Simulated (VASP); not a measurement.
Crystal: Tm2GeF2.

```xyz
10
Lattice="-3.5965 3.5965 4.2526 3.5965 -3.5965 4.2526 3.5965 3.5965 -4.2526" Properties=species:S:1:pos:R:3 pbc="T T T"
Tm    1.9256   -1.6709    4.2526
Tm    1.6709    5.2673    0.0000
Tm    1.9256    1.6709    0.0000
Tm    1.6709    1.9256    4.2526
Ge    3.5965    0.0000    0.0000
Ge    0.0000    3.5965    0.0000
F     0.0000    0.0000    4.2526
F     0.0000    0.0000    0.0000
F     0.0000    0.0000    2.1263
F     0.0000    0.0000    6.3788
```

The cell was generated, and may not be a known phase.

- Program: VASP 6.6.1
- Task: relaxation of cell and atoms
- Functional: PBE
- Potentials or basis: VASP PAW PBE potentials, release 64 (Tm_3, Ge_d, F), 4f in core
- Cutoff: 600 eV
- k mesh: 3 × 3 × 3
- Occupations: gaussian, width 0.15 eV
- Spin: no spin polarisation

At the start: pressure 8.3 GPa; volume 22.00 Å³/atom.

Problem. Where does the relaxation end?

Solution. Over 8 steps the energy falls by 262.1 meV/atom and the volume is 26.12 Å³/atom (+18.7 %); space group I4/mcm (No. 140, to 0.1 Å) before, P4/mmm (No. 123, to 0.1 Å).

The path:
```tsv
step	energy change (eV)	largest force (eV/Å)	pressure (GPa)	volume (Å³)
1	0.0000	4.1945	8.32	220.02
2	-2.1777	0.3532	-2.08	258.31
3	-2.2008	0.0301	-1.51	254.11
4	-2.5424	0.5911	1.54	250.92
5	-2.5508	0.5032	1.09	251.38
6	-2.6117	0.0856	0.43	257.05
7	-2.6185	0.1101	0.15	259.83
8	-2.6208	0.0315	-0.01	261.21
```

Final structure:
```
Tm Ge F
1.0
    -3.65005    3.65005    4.90153
     3.65005   -3.65005    4.90153
     3.65005    3.65005   -4.90153
Tm Ge F
4 2 4
Direct
  0.25016 0.75016 0.00031
  0.74984 0.24984 0.99969
  0.24984 0.25016 0.50000
  0.75016 0.74984 0.50000
  0.00000 0.50000 0.50000
  0.50000 0.00000 0.50000
  0.50000 0.50000 0.00000
  0.00000 0.00000 0.00000
  0.25000 0.25000 0.00000
  0.75000 0.75000 0.00000
```

Caveat: the k points lie up to 0.36 Å⁻¹ apart in the final cell; the volume moved by over 15 % at a fixed basis, so the end points are rough; the run has no spin polarisation, though such a crystal can be magnetic.
